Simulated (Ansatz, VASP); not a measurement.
**Mo in VASP and in Ansatz**

INCAR

```
SYSTEM = Mo
  PREC = Accurate
  ENCUT = 520
  EDIFF = 1E-7
  ISMEAR = -1
  SIGMA = 0.1
  LREAL = .False.
  LASPH = .True.
  NELM = 60
  ALGO = Normal
  ISIF = 2
  LWAVE = .False.
  LCHARG = .True.
  GGA = PE
  LELF = .True.
  LVHAR = .True.
  NBANDS = 21
```

KPOINTS

```
Automatic mesh
0
Gamma
  15 15 7
  0 0 0
```

Contents of POSCAR:

```
Mo
1.0
    2.8314907475      0.0000000000      0.0000000000
   -1.4157453737      2.4521429179      0.0000000000
    0.0000000000      0.0000000000      5.0134291092
Mo
2
Direct
    0.3333333333      0.6666666667      0.2500000000
    0.6666666667      0.3333333333      0.7500000000
```

Input for Ansatz:

```yaml
crystal:
  lattice:
    - [2.8314907475, 0.0, 0.0]
    - [-1.4157453737, 2.4521429179, 0.0]
    - [0.0, 0.0, 5.0134291092]
  atoms:
    - { symbol: Mo, position: [0.3333333333, 0.6666666667, 0.25] }
    - { symbol: Mo, position: [0.6666666667, 0.3333333333, 0.75] }
hamiltonian:
  xc: pbe
  pseudopotentials:
    kind: paw
    azcp:
      Mo: "pseudopotentials/Mo.paw.azcp"
basis:
  ecutwfc: 420
  fft_grid_basis: typed
kpoints:
  mp_grid: { grid: [15, 15, 7], shift: [0, 0, 0] }
magnetization:
  spin_polarized: false
scf:
  occupations: { method: fermi_dirac, width: 0.1 }
  lower_state_search: "off"
output:
  stress: true
```

Alike in both runs: task single point; functional PBE; k mesh 15 × 15 × 7; occupations fermi-dirac, width 0.1 eV; no spin polarisation.

```csv
,VASP,Ansatz
version,VASP 6.6.1,Ansatz 0.2.0
potentials or method,"VASP PAW PBE potentials, release 64 (Mo_sv), cutoff 520 eV","plane waves (420 eV) with PAW, scalar-relativistic"
valence electrons in the cell,28,28
```

Ansatz gave:

| Item | Value |
| --- | --- |
| pressure (GPa) | -15.6 |
| traceless stress, the component that is largest in VASP (GPa) | 1.88 |

**Question.** Estimate VASP's values.

**Answer.** Pressure (GPa): -15.3; traceless stress, the component that is largest in VASP (GPa): 1.81.

The functional is the same, so the differences come from potentials, cutoffs and numerics.
